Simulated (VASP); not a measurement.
# Cu (P6/mmm) in VASP: further runs

The runs below take Cu through single point, with revPBE.

Everything below comes from runs of VASP 6.6.1. Logs are shortened: lines on timing, memory, paths and dates and some standing lists are left out, and cuts for length are marked.

**1. The cell of the first run**

The structure is hexagonal, space group P6/mmm (No. 191). Conventional cell: a = 4.162 Å, b = 4.162 Å, c = 2.500 Å, α = 90.00°, β = 90.00°, γ = 120.00°. Within 3.3 Å of Cu (site symmetry 6/mmm) lie 14 Cu at 2.50 to 2.71 Å. Cu (site symmetry -6m2) has 11 Cu at 2.40 to 2.71 Å within 3.2 Å.

**2. Single point, revPBE**

INCAR

```
PREC = Accurate
ENCUT = 520
EDIFF = 1E-6
ISMEAR = -1
SIGMA = 0.1
LREAL = False
LASPH = True
NELM = 60
ALGO = Normal
ISIF = 2
LWAVE = False
LCHARG = True
GGA = RE
LELF = True
LVHAR = True
NBANDS = 24
```

KPOINTS

```
regular mesh
0
Gamma
  9 9 13
```

POSCAR

```
Cu
1.0
    4.1617684997      0.0000000000      0.0000000000
   -2.0808842499      3.6041972454      0.0000000000
    0.0000000000      0.0000000000      2.5001421832
Cu
3
Direct
    0.0000000000      1.0000000000      1.0000000000
    0.3333333333      0.6666666667      0.5000000000
    0.6666666667      0.3333333333      0.5000000000
```

Potentials or basis: VASP PAW PBE potentials, release 64 (Cu).

On the command line:

```bash
cat potpaw_PBE.64/Cu/POTCAR > POTCAR
mpirun -np 1 vasp_std > vasp.out
```

OUTCAR:

```text
PREC = Accurate
   ENCUT = 520
   EDIFF = 1E-6
   ISMEAR = -1
   LREAL = False
   LASPH = True
   NELM = 60
   ISIF = 2
   GGA = RE

 ion  position               nearest neighbor table
   1  0.000  0.000  0.000-   2 2.71   3 2.71   2 2.71   3 2.71   3 2.71   3 2.71   2 2.71   2 2.71
                             3 2.71   3 2.71   2 2.71   2 2.71
   2  0.333  0.667  0.500-   3 2.40   3 2.40   3 2.40   1 2.71   1 2.71   1 2.71   1 2.71   1 2.71
                             1 2.71
   3  0.667  0.333  0.500-   2 2.40   2 2.40   2 2.40   1 2.71   1 2.71   1 2.71   1 2.71   1 2.71
                             1 2.71

  LATTYP: Found a hexagonal cell.
 ALAT       =     4.1617684997
 C/A-ratio  =     0.6007403303

  Lattice vectors:

 A1 = (   4.1617684997,   0.0000000000,   0.0000000000)
 A2 = (  -2.0808842499,   3.6041972454,   0.0000000000)
 A3 = (   0.0000000000,   0.0000000000,   2.5001421832)

Analysis of symmetry for initial positions (statically):
=====================================================================
 Subroutine PRICEL returns:
 Original cell was already a primitive cell.

 Routine SETGRP: Setting up the symmetry group for a
 hexagonal supercell.

 Subroutine GETGRP returns: Found 24 space group operations
 (whereof 24 operations were pure point group operations)
 out of a pool of 24 trial point group operations.

The static configuration has the point symmetry D_6h.

Analysis of symmetry for dynamics (positions and initial velocities):
=====================================================================
 Subroutine PRICEL returns:
 Original cell was already a primitive cell.

 Routine SETGRP: Setting up the symmetry group for a
 hexagonal supercell.

 Subroutine GETGRP returns: Found 24 space group operations
 (whereof 24 operations were pure point group operations)
 out of a pool of 24 trial point group operations.

The dynamic configuration has the point symmetry D_6h.

 Subroutine INISYM returns: Found 24 space group operations
 (whereof 24 operations are pure point group operations),
 and found     1 'primitive' translations

----------------------------------------------------------------------------------------

                                     Primitive cell

  volume of cell :      37.5017

  direct lattice vectors                    reciprocal lattice vectors
     4.161768500  0.000000000  0.000000000     0.240282466  0.138727147  0.000000000
    -2.080884250  3.604197245  0.000000000     0.000000000  0.277454293  0.000000000
     0.000000000  0.000000000  2.500142183     0.000000000  0.000000000  0.399977252

  length of vectors
     4.161768500  4.161768500  2.500142183     0.277454293  0.277454293  0.399977252

  position of ions in fractional coordinates (direct lattice)
     0.000000000  0.000000000  0.000000000
     0.333333333  0.666666667  0.500000000
     0.666666667  0.333333333  0.500000000

  ion indices of the primitive-cell ions
   primitive index   ion index
                 1           1
                 2           2
                 3           3

----------------------------------------------------------------------------------------

 KPOINTS: regular mesh

Automatic generation of k-mesh.
 Grid dimensions read from file:
 generate k-points for:    9    9   13

 Generating k-lattice:

  Cartesian coordinates                     Fractional coordinates (reciprocal lattice)
     0.026698052  0.015414127  0.000000000     0.111111111  0.000000000  0.000000000
     0.000000000  0.030828255  0.000000000     0.000000000  0.111111111  0.000000000
     0.000000000  0.000000000  0.030767481     0.000000000  0.000000000  0.076923077

  Length of vectors
     0.030828255  0.030828255  0.030767481

  Shift w.r.t. Gamma in fractional coordinates (k-lattice)
     0.000000000  0.000000000  0.000000000

 Subroutine IBZKPT returns following result:
 ===========================================

 Found     84 irreducible k-points:

 Following reciprocal coordinates:
            Coordinates               Weight
  0.000000  0.000000  0.000000      1.000000
  0.111111 -0.000000  0.000000      6.000000
  0.222222 -0.000000  0.000000      6.000000
  0.333333 -0.000000  0.000000      6.000000
  0.444444 -0.000000  0.000000      6.000000
  0.111111  0.111111  0.000000      6.000000
[... 16 lines left out ...]
  0.333333  0.222222  0.076923     24.000000
  0.333333  0.333333  0.076923      4.000000
 [... further k-points ...]
   k-points           NKPTS =     84   k-points in BZ     NKDIM =     84   number of bands    NBANDS=     24
   number of dos      NEDOS =    301   number of ions     NIONS =      3
   total plane-waves  NPLWV =  20480
   dimension x,y,z NGX =    32 NGY =   32 NGZ =   20
   dimension x,y,z NGXF=    64 NGYF=   64 NGZF=   40
   ions per type =               3
   NGX,Y,Z   is equivalent  to a cutoff of  12.78, 12.78, 13.30 a.u.
   NGXF,Y,Z  is equivalent  to a cutoff of  25.57, 25.57, 26.60 a.u.
 SYSTEM =  unknown system
   PREC   = accura    normal or accurate (medium, high low for compatibility)
   ISTART =      0    job   : 0-new  1-cont  2-samecut
   ICHARG =      2    charge: 1-file 2-atom 10-const
   ISPIN  =      1    spin polarized calculation?
   LNONCOLLINEAR =      F non collinear calculations
   LSORBIT =      F    spin-orbit coupling
   LASPH  =      T    aspherical Exc in radial PAW
   ENCUT  =  520.0 eV  38.22 Ry    6.18 a.u.   7.74  7.74  4.65*2*pi/ulx,y,z
   NELM   =     60;   NELMIN=  2; NELMDL= -5     # of ELM steps
   EDIFF  = 0.1E-05   stopping-criterion for ELM
   LREAL  =      F    real-space projection
   EDIFFG = 0.1E-04   stopping-criterion for IOM
   NSW    =      0    number of steps for IOM
   IBRION =     -1    ionic relax: 0-MD 1-quasi-New 2-CG
   NFREE  =      0    steps in history (QN), initial steepest desc. (CG)
   ISIF   =      2    stress and relaxation
   ISYM   =      2    0-nonsym 1-usesym 2-fastsym
   POTIM  = 0.5000    time-step for ionic-motion
   TEBEG  =    0.0;   TEEND  =   0.0 temperature during run
   PSTRESS=    0.0 pullay stress
   NELECT =      33.0000    total number of electrons
   NUPDOWN=      -1.0000    fix difference up-down
   EMIN   =  10.00;   EMAX   =-10.00  energy-range for DOS
   EFERMI =   0.00;   METHOD = LEGACY
   ISMEAR =    -1;   SIGMA  =   0.10  broadening in eV -4-tet -1-fermi 0-gaus
   EFERMI_NEDOS =   21; number of points for ismear=-14 and -15
   IALGO  =     38    algorithm
   IMIX   =      4    mixing-type and parameters
     AMIX     =   0.40;   BMIX     =  1.00
     AMIX_MAG =   1.60;   BMIX_MAG =  1.00
  volume/ion in A,a.u.               =      12.50        84.36
  Fermi-wavevector in a.u.,A,eV,Ry     =   1.568781  2.964567 33.484957  2.461075
  Thomas-Fermi vector in A             =   2.670761
   LORBIT       =      0    0 simple, 1 ext, 2 COOP (PROOUT), +10 PAW based schemes
   GGA     = RE    functional components
   LHFCALC =     F    Hartree Fock is set to
   AEXX    =    0.0000 exact exchange contribution
   IVDW    =     0    specifies the selected vdW correction
   LEPSILON=     F    determine dielectric tensor
   LRPA    =     F    only Hartree local field effects (RPA)
 non-spin polarized calculation
  energy-cutoff  :      520.00
  volume of cell :       37.50
 maximum number of plane-waves:      1026
 NGX is ok and might be reduce to    32
   NGX = 15   NGY = 15   NGZ =  9

 number of electron      33.0000009 magnetization

 Free energy of the ion-electron system (eV)
  ---------------------------------------------------
  ext. energy  EPLUGINS =         0.00000000
  ---------------------------------------------------
  free energy    TOTEN  =        -9.85091617 eV

  energy without entropy =       -9.81937137  energy(sigma->0) =       -9.83514377

 E-fermi :   7.0158     XC(G=0): -12.2911

 val. band max:        7.0061136167   @ k =   0.3333   0.1111   0.4615
 cond. band min:       7.0759532081   @ k =   0.3333   0.2222   0.2308
 fundamental gap:      0.0698395915
 Fermi energy:         7.0158179787

 k-point     1 :       0.0000    0.0000    0.0000
  band No.  band energies     occupation
      1      -1.8967      2.00000
      2       2.7532      2.00000
      3       3.5913      2.00000
      4       3.5913      2.00000
      5       3.6390      2.00000
      6       3.6490      2.00000
[... 16 lines left out ...]
     23      21.6528      0.00000
     24      26.8215      0.00000

 k-point     2 :       0.1111   -0.0000    0.0000
  band No.  band energies     occupation
      1      -1.7461      2.00000
      2       2.7533      2.00000
      3       3.2929      2.00000
      4       3.4703      2.00000
      5       3.5380      2.00000
      6       3.7886      2.00000
[... 16 lines left out ...]
     23      21.8619      0.00000
     24      26.8720      0.00000

 k-point     3 :       0.2222   -0.0000    0.0000
  band No.  band energies     occupation
      1      -1.3009      2.00000
      2       2.6609      2.00000
      3       2.9694      2.00000
      4       3.3159      2.00000
      5       3.4276      2.00000
      6       3.7832      2.00000
[... 16 lines left out ...]
     23      22.4753      0.00000
     24      26.8113      0.00000

 k-point     4 :       0.3333   -0.0000    0.0000
  band No.  band energies     occupation
      1      -0.5834      2.00000
      2       2.3057      2.00000
      3       2.5289      2.00000
      4       3.2798      2.00000
      5       3.4615      2.00000
      6       3.6942      2.00000
[... 16 lines left out ...]
     23      23.4573      0.00000
     24      24.0661      0.00000

 k-point     5 :       0.4444   -0.0000    0.0000
  band No.  band energies     occupation
      1       0.3561      2.00000
      2       1.4074      2.00000
      3       2.3214      2.00000
      4       3.4057      2.00000
      5       3.5216      2.00000
      6       3.5592      2.00000
[... 451 lines left out ...]
 k-point    22 :       0.2222    0.2222    0.0769
  band No.  band energies     occupation
      1      -0.0403      2.00000
      2       2.2490      2.00000
      3       2.4210      2.00000
      4       3.3487      2.00000
      5       3.6175      2.00000
      6       3.8190      2.00000
[... 16 lines left out ...]
     23      21.2990      0.00000
     24      22.0548      0.00000

 k-point    23 :       0.3333    0.2222    0.0769
  band No.  band energies     occupation
      1       0.8227      2.00000
      2       1.6957      2.00000
      3       2.1477      2.00000
      4       3.4901      2.00000
      5       3.5873      2.00000
      6       3.7228      2.00000
[... 16 lines left out ...]
     23      23.1841      0.00000
     24      23.7149      0.00000

 k-point    24 :       0.3333    0.3333    0.0769
  band No.  band energies     occupation
      1       1.4793      2.00000
      2       1.6421      2.00000
      3       1.6421      2.00000
      4       3.5690      2.00000
      5       3.5690      2.00000
      6       3.7347      2.00000
[... 16 lines left out ...]
     23      24.1633      0.00000
     24      24.1633      0.00000

 [... further k-points ...]

------------------------ aborting loop because EDIFF is reached ----------------------------------------

  FORCE on cell =-STRESS in cart. coord.  units (eV):
  Direction    XX          YY          ZZ          XY          YZ          ZX
  --------------------------------------------------------------------------------------
  -------------------------------------------------------------------------------------
  Total        0.1442242      0.1442242      0.1173478     -0.0000000      0.0000000      0.0000000
  in kB        6.1616556      6.1616556      5.0134243     -0.0000000      0.0000000      0.0000000
  external PRESSURE =       5.7789119 kB  Pullay stress =       0.0000000 kB

 VOLUME and BASIS-vectors are now :
 -----------------------------------------------------------------------------
  energy-cutoff  :      520.00
  volume of cell :       37.50
      direct lattice vectors                 reciprocal lattice vectors
     4.161768500  0.000000000  0.000000000     0.240282466  0.138727147  0.000000000
    -2.080884250  3.604197245  0.000000000     0.000000000  0.277454293  0.000000000
     0.000000000  0.000000000  2.500142183     0.000000000  0.000000000  0.399977252

 POSITION                                       TOTAL-FORCE (eV/Angst)
 -----------------------------------------------------------------------------------
      0.00000      0.00000      0.00000         0.000000      0.000000      0.000000
     -0.00000      2.40280      1.25007         0.000000     -0.000000      0.000000
      2.08088      1.20140      1.25007        -0.000000      0.000000      0.000000
 -----------------------------------------------------------------------------------
    total drift:                               -0.000000      0.000000     -0.000000

  FREE ENERGIE OF THE ION-ELECTRON SYSTEM (eV)
  ---------------------------------------------------
  free  energy   TOTEN  =        -9.8509161699 eV

  energy  without entropy=       -9.8193713655  energy(sigma->0) =       -9.83514377
```

Wall time 29 s (1 thread of Intel Xeon Platinum 8559C (Emerald Rapids), shared host); peak memory 0.19 GiB.

Results:

- Free energy: -9.8509 eV
- Pressure: 0.6 GPa

Caveat: the PAW data sets were made with another functional, which shifts forces and pressure a little.

**3. Single point, revPBE (volume scaled by 0.88)**

INCAR

```
SYSTEM = Cu
ALGO = Normal ; EDIFF = 1E-6
ENCUT = 520 ; GGA = RE
ISIF = 2 ; ISMEAR = -1
LASPH = .True. ; LCHARG = .False.
LREAL = .False. ; LWAVE = .False.
NBANDS = 24 ; NELM = 100
PREC = Accurate ; SIGMA = 0.1
```

KPOINTS

```
k-points
0
Gamma
  12 12 16
  0 0 0
```

POSCAR

```
Cu
1.0
    3.9881560460      0.0000000000      0.0000000000
   -1.9940780230      3.4538444501      0.0000000000
    0.0000000000      0.0000000000      2.3958461804
Cu
3
Direct
    0.0000000000      1.0000000000      1.0000000000
    0.3333333333      0.6666666667      0.5000000000
    0.6666666667      0.3333333333      0.5000000000
```

Potentials or basis: VASP PAW PBE potentials, release 64 (Cu).

On the command line:

```bash
cat potpaw_PBE.64/Cu/POTCAR > POTCAR
mpirun -np 1 vasp_std > vasp.out
```

OUTCAR:

```text
SYSTEM = Cu
   EDIFF = 1E-6
   ENCUT = 520
   GGA = RE
   ISIF = 2
   ISMEAR = -1
   LASPH = .True.
   LREAL = .False.
   NELM = 100
   PREC = Accurate

 ion  position               nearest neighbor table
   1  0.000  0.000  0.000-   2 2.60   3 2.60   2 2.60   3 2.60   3 2.60   3 2.60   2 2.60   2 2.60
                             3 2.60   3 2.60   2 2.60   2 2.60
   2  0.333  0.667  0.500-   3 2.30   3 2.30   3 2.30   1 2.60   1 2.60   1 2.60   1 2.60   1 2.60
                             1 2.60
   3  0.667  0.333  0.500-   2 2.30   2 2.30   2 2.30   1 2.60   1 2.60   1 2.60   1 2.60   1 2.60
                             1 2.60

  LATTYP: Found a hexagonal cell.
[... 846 lines left out ...]
  --------------------------------------------------------------------------------------
  -------------------------------------------------------------------------------------
  Total        4.6925703      4.6925703      4.4872103      0.0000000      0.0000000      0.0000000
  in kB      227.8177280    227.8177280    217.8477902      0.0000000      0.0000000      0.0000000
  external PRESSURE =     224.4944154 kB  Pullay stress =       0.0000000 kB

 VOLUME and BASIS-vectors are now :
 -----------------------------------------------------------------------------
  energy-cutoff  :      520.00
  volume of cell :       33.00
      direct lattice vectors                 reciprocal lattice vectors
     3.988156046  0.000000000  0.000000000     0.250742445  0.144766218  0.000000000
    -1.994078023  3.453844450  0.000000000     0.000000000  0.289532437  0.000000000
     0.000000000  0.000000000  2.395846180     0.000000000  0.000000000  0.417389066

 POSITION                                       TOTAL-FORCE (eV/Angst)
 -----------------------------------------------------------------------------------
      0.00000      0.00000      0.00000         0.000000      0.000000      0.000000
     -0.00000      2.30256      1.19792         0.000000      0.000000      0.000000
      1.99408      1.15128      1.19792        -0.000000      0.000000      0.000000
 -----------------------------------------------------------------------------------
    total drift:                               -0.000000      0.000000      0.000000

  FREE ENERGIE OF THE ION-ELECTRON SYSTEM (eV)
  ---------------------------------------------------
  free  energy   TOTEN  =        -9.5627800308 eV

  energy  without entropy=       -9.5325934437  energy(sigma->0) =       -9.54768674
```

Run time: 58 s. Hardware: 1 thread of Intel Xeon Platinum 8559C (Emerald Rapids), shared host; peak memory 0.22 GiB.

What came out:

* Free energy: -9.5628 eV
* Pressure: 22.4 GPa

Caveat: the PAW data sets were made with another functional, which shifts forces and pressure a little.
